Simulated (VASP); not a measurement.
# BN (F-43m) in VASP: further runs, part 2 of 2

VASP 6.6.1. The steps go on from the part before.

### 3 Single point, PBE

INCAR reads:

```
SYSTEM = BN
ALGO = Normal ; EDIFF = 1E-6
ENCUT = 600 ; GGA = PE
GGA_COMPAT = .FALSE. ; ISIF = 2
ISMEAR = 0 ; LASPH = .TRUE.
LCHARG = .TRUE. ; LELF = .TRUE.
LREAL = .FALSE. ; LVHAR = .TRUE.
LWAVE = .FALSE. ; NBANDS = 11
NELM = 120 ; PREC = Accurate
SIGMA = 0.01
```

KPOINTS reads:

```
k-points
0
G
  12 12 12
  0 0 0
```

POSCAR reads:

```
BN
1.0
    0.0000000000      1.8123308055      1.8123308055
    1.8123308055      0.0000000000      1.8123308055
    1.8123308055      1.8123308055      0.0000000000
B N
1 1
Direct
    0.0000000000      0.0000000000      0.0000000000
    0.7500000000      0.7500000000      0.7500000000
```

Potentials or basis: VASP PAW PBE potentials, release 64 (B, N).

The run is started by

```sh
$ cat potpaw_PBE.64/B/POTCAR potpaw_PBE.64/N/POTCAR > POTCAR
$ mpirun -np 1 vasp_std > vasp.out
```

OUTCAR:

```text
SYSTEM = BN
   EDIFF = 1E-6
   ENCUT = 600
   GGA = PE
   ISIF = 2
   ISMEAR = 0
   LASPH = .TRUE.
   LREAL = .FALSE.
   NELM = 120
   PREC = Accurate

 ion  position               nearest neighbor table
   1  0.000  0.000  0.000-   2 1.57   2 1.57   2 1.57   2 1.57
   2  0.750  0.750  0.750-   1 1.57   1 1.57   1 1.57   1 1.57

  LATTYP: Found a face centered cubic cell.
 ALAT       =     3.6246616110

  Lattice vectors:

 A1 = (   0.0000000000,   1.8123308055,   1.8123308055)
 A2 = (   1.8123308055,   0.0000000000,   1.8123308055)
 A3 = (   1.8123308055,   1.8123308055,   0.0000000000)

Analysis of symmetry for initial positions (statically):
=====================================================================
 Subroutine PRICEL returns:
 Original cell was already a primitive cell.

 Routine SETGRP: Setting up the symmetry group for a
 face centered cubic supercell.

 Subroutine GETGRP returns: Found 24 space group operations
 (whereof 24 operations were pure point group operations)
 out of a pool of 48 trial point group operations.

The static configuration has the point symmetry T_d .

Analysis of symmetry for dynamics (positions and initial velocities):
=====================================================================
 Subroutine PRICEL returns:
 Original cell was already a primitive cell.

 Routine SETGRP: Setting up the symmetry group for a
 face centered cubic supercell.

 Subroutine GETGRP returns: Found 24 space group operations
 (whereof 24 operations were pure point group operations)
 out of a pool of 48 trial point group operations.

The dynamic configuration has the point symmetry T_d .

 Subroutine INISYM returns: Found 24 space group operations
 (whereof 24 operations are pure point group operations),
 and found     1 'primitive' translations

----------------------------------------------------------------------------------------

                                     Primitive cell

  volume of cell :      11.9054

  direct lattice vectors                    reciprocal lattice vectors
     0.000000000  1.812330806  1.812330806    -0.275887823  0.275887823  0.275887823
     1.812330806  0.000000000  1.812330806     0.275887823 -0.275887823  0.275887823
     1.812330806  1.812330806  0.000000000     0.275887823  0.275887823 -0.275887823

  length of vectors
     2.563022805  2.563022805  2.563022805     0.477851726  0.477851726  0.477851726

  position of ions in fractional coordinates (direct lattice)
     0.000000000  0.000000000  0.000000000
     0.750000000  0.750000000  0.750000000

  ion indices of the primitive-cell ions
   primitive index   ion index
                 1           1
                 2           2

----------------------------------------------------------------------------------------

 KPOINTS: k-points

Automatic generation of k-mesh.
 Grid dimensions read from file:
 generate k-points for:   12   12   12

 Generating k-lattice:

  Cartesian coordinates                     Fractional coordinates (reciprocal lattice)
    -0.022990652  0.022990652  0.022990652     0.083333333  0.000000000  0.000000000
     0.022990652 -0.022990652  0.022990652     0.000000000  0.083333333  0.000000000
     0.022990652  0.022990652 -0.022990652     0.000000000  0.000000000  0.083333333

  Length of vectors
     0.039820977  0.039820977  0.039820977

  Shift w.r.t. Gamma in fractional coordinates (k-lattice)
     0.000000000  0.000000000  0.000000000

 Subroutine IBZKPT returns following result:
 ===========================================

 Found     72 irreducible k-points:

 Following reciprocal coordinates:
            Coordinates               Weight
  0.000000  0.000000  0.000000      1.000000
  0.083333  0.000000  0.000000      8.000000
  0.166667  0.000000  0.000000      8.000000
  0.250000  0.000000  0.000000      8.000000
  0.333333  0.000000  0.000000      8.000000
  0.416667  0.000000  0.000000      8.000000
[... 16 lines left out ...]
  0.500000  0.166667  0.000000     24.000000
 -0.416667  0.166667  0.000000     24.000000
 [... further k-points ...]
   k-points           NKPTS =     72   k-points in BZ     NKDIM =     72   number of bands    NBANDS=     11
   number of dos      NEDOS =    301   number of ions     NIONS =      2
   total plane-waves  NPLWV =   8000
   dimension x,y,z NGX =    20 NGY =   20 NGZ =   20
   dimension x,y,z NGXF=    40 NGYF=   40 NGZF=   40
   ions per type =               1   1
   NGX,Y,Z   is equivalent  to a cutoff of  12.97, 12.97, 12.97 a.u.
   NGXF,Y,Z  is equivalent  to a cutoff of  25.95, 25.95, 25.95 a.u.
 SYSTEM =  BN
   PREC   = accura    normal or accurate (medium, high low for compatibility)
   ISTART =      0    job   : 0-new  1-cont  2-samecut
   ICHARG =      2    charge: 1-file 2-atom 10-const
   ISPIN  =      1    spin polarized calculation?
   LNONCOLLINEAR =      F non collinear calculations
   LSORBIT =      F    spin-orbit coupling
   LASPH  =      T    aspherical Exc in radial PAW
   ENCUT  =  600.0 eV  44.10 Ry    6.64 a.u.   5.12  5.12  5.12*2*pi/ulx,y,z
   NELM   =    120;   NELMIN=  2; NELMDL= -5     # of ELM steps
   EDIFF  = 0.1E-05   stopping-criterion for ELM
   LREAL  =      F    real-space projection
   EDIFFG = 0.1E-04   stopping-criterion for IOM
   NSW    =      0    number of steps for IOM
   IBRION =     -1    ionic relax: 0-MD 1-quasi-New 2-CG
   NFREE  =      0    steps in history (QN), initial steepest desc. (CG)
   ISIF   =      2    stress and relaxation
   ISYM   =      2    0-nonsym 1-usesym 2-fastsym
   POTIM  = 0.5000    time-step for ionic-motion
   TEBEG  =    0.0;   TEEND  =   0.0 temperature during run
   PSTRESS=    0.0 pullay stress
   NELECT =       8.0000    total number of electrons
   NUPDOWN=      -1.0000    fix difference up-down
   EMIN   =  10.00;   EMAX   =-10.00  energy-range for DOS
   EFERMI =   0.00;   METHOD = LEGACY
   ISMEAR =     0;   SIGMA  =   0.01  broadening in eV -4-tet -1-fermi 0-gaus
   EFERMI_NEDOS =   21; number of points for ismear=-14 and -15
   IALGO  =     38    algorithm
   IMIX   =      4    mixing-type and parameters
     AMIX     =   0.40;   BMIX     =  1.00
     AMIX_MAG =   1.60;   BMIX_MAG =  1.00
  volume/ion in A,a.u.               =       5.95        40.17
  Fermi-wavevector in a.u.,A,eV,Ry     =   1.433917  2.709710 27.975184  2.056118
  Thomas-Fermi vector in A             =   2.553383
   LORBIT       =      0    0 simple, 1 ext, 2 COOP (PROOUT), +10 PAW based schemes
   GGA     = PE    functional components
   LHFCALC =     F    Hartree Fock is set to
   AEXX    =    0.0000 exact exchange contribution
   IVDW    =     0    specifies the selected vdW correction
   LEPSILON=     F    determine dielectric tensor
   LRPA    =     F    only Hartree local field effects (RPA)
 non-spin polarized calculation
 Gauss-broadening in eV      SIGMA  =   0.01
  energy-cutoff  :      600.00
  volume of cell :       11.91
 maximum number of plane-waves:       415
   NGX = 11   NGY = 11   NGZ = 11

 number of electron       7.9999999 magnetization

 Free energy of the ion-electron system (eV)
  ---------------------------------------------------
  ext. energy  EPLUGINS =         0.00000000
  ---------------------------------------------------
  free energy    TOTEN  =       -17.45462957 eV

  energy without entropy =      -17.45462957  energy(sigma->0) =      -17.45462957

 E-fermi :   7.4058     XC(G=0): -12.7827

 val. band max:        7.3042320297   @ k =   0.0000   0.0000   0.0000
 cond. band min:      11.7551975495   @ k =   0.5000   0.5000   0.0000
 fundamental gap:      4.4509655198
 Fermi energy:         7.4057935190

 k-point     1 :       0.0000    0.0000    0.0000
  band No.  band energies     occupation
      1     -12.8358      2.00000
      2       7.3042      2.00000
      3       7.3042      2.00000
      4       7.3042      2.00000
      5      16.0859      0.00000
      6      16.0859      0.00000
      7      16.0859      0.00000
      8      17.5243      0.00000
      9      31.9064      0.00000
     10      34.9732      0.00000
     11      34.9732      0.00000
[... 309 lines left out ...]
 k-point    24 :      -0.4167    0.1667    0.0000
  band No.  band energies     occupation
      1      -8.2965      2.00000
      2      -2.6247      2.00000
      3       3.2081      2.00000
      4       4.7579      2.00000
      5      16.5769      0.00000
      6      19.4112      0.00000
      7      19.4871      0.00000
      8      22.8902      0.00000
      9      28.2593      0.00000
     10      32.5557      0.00000
     11      33.8238      0.00000

 [... further k-points ...]
[... 5 lines left out ...]
  --------------------------------------------------------------------------------------
  -------------------------------------------------------------------------------------
  Total       -0.0017094     -0.0017094     -0.0017094      0.0000000      0.0000000     -0.0000000
  in kB       -0.2300473     -0.2300473     -0.2300473      0.0000000      0.0000000     -0.0000000
  external PRESSURE =      -0.2300473 kB  Pullay stress =       0.0000000 kB

 VOLUME and BASIS-vectors are now :
 -----------------------------------------------------------------------------
  energy-cutoff  :      600.00
  volume of cell :       11.91
      direct lattice vectors                 reciprocal lattice vectors
     0.000000000  1.812330806  1.812330806    -0.275887823  0.275887823  0.275887823
     1.812330806  0.000000000  1.812330806     0.275887823 -0.275887823  0.275887823
     1.812330806  1.812330806  0.000000000     0.275887823  0.275887823 -0.275887823

 POSITION                                       TOTAL-FORCE (eV/Angst)
 -----------------------------------------------------------------------------------
      0.00000      0.00000      0.00000         0.000000      0.000000      0.000000
      2.71850      2.71850      2.71850        -0.000000     -0.000000     -0.000000
 -----------------------------------------------------------------------------------
    total drift:                               -0.000000     -0.000000     -0.000000

  FREE ENERGIE OF THE ION-ELECTRON SYSTEM (eV)
  ---------------------------------------------------
  free  energy   TOTEN  =       -17.4546295710 eV

  energy  without entropy=      -17.4546295710  energy(sigma->0) =      -17.45462957
```

OSZICAR:

```text
N       E                     dE             d eps       ncg     rms          rms(c)
DAV:   1     0.136554381956E+02    0.13655E+02   -0.54170E+03  1648   0.811E+02
DAV:   2    -0.177912626725E+02   -0.31447E+02   -0.30478E+02  1842   0.187E+02
DAV:   3    -0.184072030229E+02   -0.61594E+00   -0.61493E+00  1878   0.214E+01
DAV:   4    -0.184080279474E+02   -0.82492E-03   -0.82491E-03  1722   0.860E-01
DAV:   5    -0.184080287929E+02   -0.84545E-06   -0.84543E-06  1845   0.268E-02    0.664E+00
DAV:   6    -0.175376542993E+02    0.87037E+00   -0.29549E+00  1758   0.104E+01    0.321E+00
DAV:   7    -0.174684013770E+02    0.69253E-01   -0.99483E-02  1773   0.265E+00    0.190E+00
DAV:   8    -0.174543583352E+02    0.14043E-01   -0.35581E-02  1766   0.138E+00    0.188E-01
DAV:   9    -0.174545350188E+02   -0.17668E-03   -0.95807E-04  1677   0.264E-01    0.829E-02
DAV:  10    -0.174546242602E+02   -0.89241E-04   -0.12559E-04  1754   0.102E-01    0.152E-02
DAV:  11    -0.174546294994E+02   -0.52393E-05   -0.89362E-06  1809   0.251E-02    0.104E-02
DAV:  12    -0.174546295710E+02   -0.71570E-07   -0.14789E-06  1020   0.901E-03
   1 F= -.17454630E+02 E0= -.17454630E+02  d E =-.156408E-49
```

Wall time 22 s (1 thread of Intel Xeon 8259CL, shared host); peak memory 0.12 GiB.

What came out:

| Quantity | Value |
| --- | --- |
| Free energy | -17.4546 eV |
| Pressure | 0.0 GPa |
| Band gap on the k mesh | 4.45 eV, indirect (least direct gap 8.78 eV) |
